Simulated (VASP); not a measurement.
# GaBr3F3 (Pm-3m) in VASP: single point with r2SCAN

Aim: the single point of GaBr3F3 with r2SCAN.

Program: VASP 6.6.1. These are calculated values, not measurements. Logs are shortened: lines on timing, memory, paths and dates and some standing lists are left out, and cuts for length are marked.

## Step 1: The cell of the first run

The structure is cubic, space group Pm-3m (No. 221). The conventional cell has a = 5.354 Å, b = 5.354 Å, c = 5.354 Å, α = 90.00°, β = 90.00°, γ = 90.00°. F (site symmetry 4/mmm) has 2 Ga at 2.68 Å and 4 Br at 2.68 Å within 3.5 Å. Within 3.5 Å of Ga (site symmetry m-3m) lie 6 F at 2.68 Å. Within 3.5 Å of Br (site symmetry 4/mmm) lie 4 F at 2.68 Å.

## Step 2: Single point, r2SCAN

Contents of POSCAR:

```
GaBr3F3
1.0
    5.3536740000      0.0000000000      0.0000000000
    0.0000000000      5.3536740000      0.0000000000
    0.0000000000      0.0000000000      5.3536740000
F Ga Br
3 1 3
Direct
    0.5000000000      0.5000000000      0.0000000000
    0.0000000000      0.5000000000      0.5000000000
    0.5000000000      0.0000000000      0.5000000000
    0.5000000000      0.5000000000      0.5000000000
    0.5000000000      0.0000000000      0.0000000000
    0.0000000000      0.5000000000      0.0000000000
    0.0000000000      0.0000000000      0.5000000000
```

Contents of INCAR.step1:

```
SYSTEM = GaBr3F3
PREC = Accurate ; ENCUT = 520
ISMEAR = -1 ; SIGMA = 0.0358
LREAL = .False. ; LASPH = .True.
NELM = 100 ; NBANDS = 36
GGA = PE ; ALGO = Normal
EDIFF = 1E-4 ; LWAVE = .True.
LCHARG = .False.
```

Contents of INCAR.step2:

```
SYSTEM = GaBr3F3
PREC = Accurate ; ENCUT = 520
EDIFF = 1E-6 ; ISMEAR = -1
SIGMA = 0.0358 ; LREAL = .False.
LASPH = .True. ; NELM = 100
ALGO = Normal ; ISIF = 2
LWAVE = .False. ; LCHARG = .False.
METAGGA = R2SCAN ; LMIXTAU = .True.
NBANDS = 36 ; ISTART = 1
```

Contents of KPOINTS:

```
regular mesh
0
Gamma
  6 6 6
  0 0 0
```

Potentials or basis: VASP PAW PBE potentials, release 64 (F, Ga_d, Br).

On the command line:

```bash
cat potpaw_PBE.64/F/POTCAR potpaw_PBE.64/Ga_d/POTCAR potpaw_PBE.64/Br/POTCAR > POTCAR
cp INCAR.step1 INCAR
mpirun -np 1 vasp_std > vasp.out
cp INCAR.step2 INCAR
mpirun -np 1 vasp_std > vasp.out
```

OUTCAR:

```text
SYSTEM = GaBr3F3
   PREC = Accurate
   ENCUT = 520
   EDIFF = 1E-6
   ISMEAR = -1
   LREAL = .False.
   LASPH = .True.
   NELM = 100
   ISIF = 2
   METAGGA = R2SCAN
   ISTART = 1

 ion  position               nearest neighbor table
   1  0.500  0.500  0.000-
   2  0.000  0.500  0.500-
   3  0.500  0.000  0.500-
   4  0.500  0.500  0.500-
   5  0.500  0.000  0.000-
   6  0.000  0.500  0.000-
   7  0.000  0.000  0.500-

  LATTYP: Found a simple cubic cell.
 ALAT       =     5.3536740000

  Lattice vectors:

 A1 = (   5.3536740000,   0.0000000000,   0.0000000000)
 A2 = (   0.0000000000,   5.3536740000,   0.0000000000)
 A3 = (   0.0000000000,   0.0000000000,   5.3536740000)

Analysis of symmetry for initial positions (statically):
=====================================================================
 Subroutine PRICEL returns:
 Original cell was already a primitive cell.

 Routine SETGRP: Setting up the symmetry group for a
 simple cubic supercell.

 Subroutine GETGRP returns: Found 48 space group operations
 (whereof 48 operations were pure point group operations)
 out of a pool of 48 trial point group operations.

The static configuration has the point symmetry O_h .

Analysis of symmetry for dynamics (positions and initial velocities):
=====================================================================
 Subroutine PRICEL returns:
 Original cell was already a primitive cell.

 Routine SETGRP: Setting up the symmetry group for a
 simple cubic supercell.

 Subroutine GETGRP returns: Found 48 space group operations
 (whereof 48 operations were pure point group operations)
 out of a pool of 48 trial point group operations.

The dynamic configuration has the point symmetry O_h .

 Subroutine INISYM returns: Found 48 space group operations
 (whereof 48 operations are pure point group operations),
 and found     1 'primitive' translations

----------------------------------------------------------------------------------------

                                     Primitive cell

  volume of cell :     153.4461

  direct lattice vectors                    reciprocal lattice vectors
     5.353674000  0.000000000  0.000000000     0.186787615  0.000000000  0.000000000
     0.000000000  5.353674000  0.000000000     0.000000000  0.186787615  0.000000000
     0.000000000  0.000000000  5.353674000     0.000000000  0.000000000  0.186787615

  length of vectors
     5.353674000  5.353674000  5.353674000     0.186787615  0.186787615  0.186787615

  position of ions in fractional coordinates (direct lattice)
     0.500000000  0.500000000  0.000000000
     0.000000000  0.500000000  0.500000000
     0.500000000  0.000000000  0.500000000
     0.500000000  0.500000000  0.500000000
     0.500000000  0.000000000  0.000000000
     0.000000000  0.500000000  0.000000000
     0.000000000  0.000000000  0.500000000

  ion indices of the primitive-cell ions
   primitive index   ion index
                 1           1
                 2           2
                 3           3
                 4           4
                 5           5
                 6           6
                 7           7

----------------------------------------------------------------------------------------

 KPOINTS: regular mesh

Automatic generation of k-mesh.
 Grid dimensions read from file:
 generate k-points for:    6    6    6

 Generating k-lattice:

  Cartesian coordinates                     Fractional coordinates (reciprocal lattice)
     0.031131269  0.000000000  0.000000000     0.166666667  0.000000000  0.000000000
     0.000000000  0.031131269  0.000000000     0.000000000  0.166666667  0.000000000
     0.000000000  0.000000000  0.031131269     0.000000000  0.000000000  0.166666667

  Length of vectors
     0.031131269  0.031131269  0.031131269

  Shift w.r.t. Gamma in fractional coordinates (k-lattice)
     0.000000000  0.000000000  0.000000000

 Subroutine IBZKPT returns following result:
 ===========================================

 Found     20 irreducible k-points:

 Following reciprocal coordinates:
            Coordinates               Weight
  0.000000  0.000000  0.000000      1.000000
  0.166667  0.000000  0.000000      6.000000
  0.333333  0.000000  0.000000      6.000000
  0.500000  0.000000  0.000000      3.000000
  0.166667  0.166667  0.000000     12.000000
  0.333333  0.166667  0.000000     24.000000
[... 12 lines left out ...]
  0.500000  0.500000  0.333333      6.000000
  0.500000  0.500000  0.500000      1.000000
   k-points           NKPTS =     20   k-points in BZ     NKDIM =     20   number of bands    NBANDS=     36
   number of dos      NEDOS =    301   number of ions     NIONS =      7
   total plane-waves  NPLWV =  64000
   dimension x,y,z NGX =    40 NGY =   40 NGZ =   40
   dimension x,y,z NGXF=    80 NGYF=   80 NGZF=   80
   ions per type =               3   1   3
   NGX,Y,Z   is equivalent  to a cutoff of  12.42, 12.42, 12.42 a.u.
   NGXF,Y,Z  is equivalent  to a cutoff of  24.84, 24.84, 24.84 a.u.
 SYSTEM =  GaBr3F3
   PREC   = accura    normal or accurate (medium, high low for compatibility)
   ISTART =      1    job   : 0-new  1-cont  2-samecut
   ICHARG =      0    charge: 1-file 2-atom 10-const
   ISPIN  =      1    spin polarized calculation?
   LNONCOLLINEAR =      F non collinear calculations
   LSORBIT =      F    spin-orbit coupling
   LASPH  =      T    aspherical Exc in radial PAW
   ENCUT  =  520.0 eV  38.22 Ry    6.18 a.u.   9.95  9.95  9.95*2*pi/ulx,y,z
   NELM   =    100;   NELMIN=  2; NELMDL=  0     # of ELM steps
   EDIFF  = 0.1E-05   stopping-criterion for ELM
   LREAL  =      F    real-space projection
   EDIFFG = 0.1E-04   stopping-criterion for IOM
   NSW    =      0    number of steps for IOM
   IBRION =     -1    ionic relax: 0-MD 1-quasi-New 2-CG
   NFREE  =      0    steps in history (QN), initial steepest desc. (CG)
   ISIF   =      2    stress and relaxation
   ISYM   =      2    0-nonsym 1-usesym 2-fastsym
   POTIM  = 0.5000    time-step for ionic-motion
   TEBEG  =    0.0;   TEEND  =   0.0 temperature during run
   PSTRESS=    0.0 pullay stress
   NELECT =      55.0000    total number of electrons
   NUPDOWN=      -1.0000    fix difference up-down
   EMIN   =  10.00;   EMAX   =-10.00  energy-range for DOS
   EFERMI =   0.00;   METHOD = LEGACY
   ISMEAR =    -1;   SIGMA  =   0.04  broadening in eV -4-tet -1-fermi 0-gaus
   EFERMI_NEDOS =   21; number of points for ismear=-14 and -15
   IALGO  =     38    algorithm
   IMIX   =      4    mixing-type and parameters
     AMIX     =   0.40;   BMIX     =  1.00
     AMIX_MAG =   1.60;   BMIX_MAG =  1.00
  volume/ion in A,a.u.               =      21.92       147.93
  Fermi-wavevector in a.u.,A,eV,Ry     =   1.162904  2.197570 18.399775  1.352345
  Thomas-Fermi vector in A             =   2.299460
   LORBIT       =      0    0 simple, 1 ext, 2 COOP (PROOUT), +10 PAW based schemes
   METAGGA = R2SCAN    functional components
   LHFCALC =     F    Hartree Fock is set to
   AEXX    =    0.0000 exact exchange contribution
   IVDW    =     0    specifies the selected vdW correction
   LEPSILON=     F    determine dielectric tensor
   LRPA    =     F    only Hartree local field effects (RPA)
 non-spin polarized calculation
  energy-cutoff  :      520.00
  volume of cell :      153.45
 maximum number of plane-waves:      4224
 NGX is ok and might be reduce to    40
   NGX = 19   NGY = 19   NGZ = 19

 number of electron      54.9999947 magnetization

 Free energy of the ion-electron system (eV)
  ---------------------------------------------------
  ext. energy  EPLUGINS =         0.00000000
  ---------------------------------------------------
  free energy    TOTEN  =       -61.17295657 eV

  energy without entropy =      -61.11293491  energy(sigma->0) =      -61.14294574

 E-fermi :  -0.5741     XC(G=0):  -9.2315

 val. band max:       -0.5796048780   @ k =   0.5000   0.5000   0.1667
 cond. band min:      -0.5528256694   @ k =   0.3333   0.1667   0.0000
 fundamental gap:      0.0267792087
 Fermi energy:        -0.5741110658

 k-point     1 :       0.0000    0.0000    0.0000
  band No.  band energies     occupation
      1     -23.4421      2.00000
      2     -23.3569      2.00000
      3     -23.3569      2.00000
      4     -14.8753      2.00000
      5     -14.4871      2.00000
      6     -14.4871      2.00000
[... 28 lines left out ...]
     35       8.2049      0.00000
     36       8.2049      0.00000

 k-point     2 :       0.1667    0.0000    0.0000
  band No.  band energies     occupation
      1     -23.4356      2.00000
      2     -23.3611      2.00000
      3     -23.3557      2.00000
      4     -14.8664      2.00000
      5     -14.5171      2.00000
      6     -14.5050      2.00000
[... 28 lines left out ...]
     35       8.3420      0.00000
     36       8.7294      0.00000

 k-point     3 :       0.3333    0.0000    0.0000
  band No.  band energies     occupation
      1     -23.4201      2.00000
      2     -23.3725      2.00000
      3     -23.3531      2.00000
      4     -14.8434      2.00000
      5     -14.5816      2.00000
      6     -14.5404      2.00000
[... 28 lines left out ...]
     35       8.7505      0.00000
     36       9.9403      0.00000
[... 586 lines left out ...]
 k-point    19 :       0.5000    0.5000    0.3333
  band No.  band energies     occupation
      1     -23.3728      2.00000
      2     -23.3728      2.00000
      3     -23.3721      2.00000
      4     -14.7699      2.00000
      5     -14.7489      2.00000
      6     -14.7489      2.00000
[... 28 lines left out ...]
     35       9.1281      0.00000
     36       9.1281      0.00000

 k-point    20 :       0.5000    0.5000    0.5000
  band No.  band energies     occupation
      1     -23.3718      2.00000
      2     -23.3718      2.00000
      3     -23.3718      2.00000
      4     -14.7680      2.00000
      5     -14.7680      2.00000
      6     -14.7680      2.00000
[... 28 lines left out ...]
     35       8.8607      0.00000
     36       8.8607      0.00000

------------------------ aborting loop because EDIFF is reached ----------------------------------------

  FORCE on cell =-STRESS in cart. coord.  units (eV):
  Direction    XX          YY          ZZ          XY          YZ          ZX
  --------------------------------------------------------------------------------------
  -------------------------------------------------------------------------------------
  Total       -3.6821600     -3.6821600     -3.6821600      0.0000000     -0.0000000      0.0000000
  in kB      -38.4465588    -38.4465588    -38.4465588      0.0000000     -0.0000000      0.0000000
  external PRESSURE =     -38.4465588 kB  Pullay stress =       0.0000000 kB

 VOLUME and BASIS-vectors are now :
 -----------------------------------------------------------------------------
  energy-cutoff  :      520.00
  volume of cell :      153.45
      direct lattice vectors                 reciprocal lattice vectors
     5.353674000  0.000000000  0.000000000     0.186787615  0.000000000  0.000000000
     0.000000000  5.353674000  0.000000000     0.000000000  0.186787615  0.000000000
     0.000000000  0.000000000  5.353674000     0.000000000  0.000000000  0.186787615

 POSITION                                       TOTAL-FORCE (eV/Angst)
 -----------------------------------------------------------------------------------
      2.67684      2.67684      0.00000         0.000000      0.000000      0.000000
      0.00000      2.67684      2.67684         0.000000      0.000000      0.000000
      2.67684      0.00000      2.67684         0.000000      0.000000      0.000000
      2.67684      2.67684      2.67684         0.000000      0.000000      0.000000
      2.67684      0.00000      0.00000         0.000000      0.000000      0.000000
      0.00000      2.67684      0.00000         0.000000      0.000000      0.000000
      0.00000      0.00000      2.67684         0.000000      0.000000      0.000000
 -----------------------------------------------------------------------------------
    total drift:                                0.000000      0.000000     -0.000000

  FREE ENERGIE OF THE ION-ELECTRON SYSTEM (eV)
  ---------------------------------------------------
  free  energy   TOTEN  =       -61.1729565657 eV

  energy  without entropy=      -61.1129349119  energy(sigma->0) =      -61.14294574
```

It took 3.7 min on 1 thread of Intel Xeon Platinum 8488C (Sapphire Rapids), shared host; peak memory 0.31 GiB.

What came out:

```yaml
Free_energy: -61.1730 eV
Pressure: -3.8 GPa
Band_gap_on_the_k_mesh: zero (an odd number of electrons rules out a gap without spin polarisation)
```

Levels at points of the mesh, in eV from the Fermi level:
```
           k point  band 25  band 26  band 27  band 28  band 29  band 30
(0.00, 0.00, 0.00)     0.36     0.36     0.36     0.38     0.38     0.38
(0.50, 0.00, 0.00)    -1.06    -0.66     0.28     0.28     0.32     0.32
(0.50, 0.50, 0.00)    -1.20    -0.55    -0.17    -0.11     0.23     0.23
(0.50, 0.50, 0.50)    -0.63    -0.63    -0.63    -0.25    -0.25     0.32
```

Caveat: the cell stands under tension; the PAW data sets were made with another functional, which shifts forces and pressure a little; an odd number of electrons without spin polarisation forces a metal; a magnetic or distorted state may lie lower.
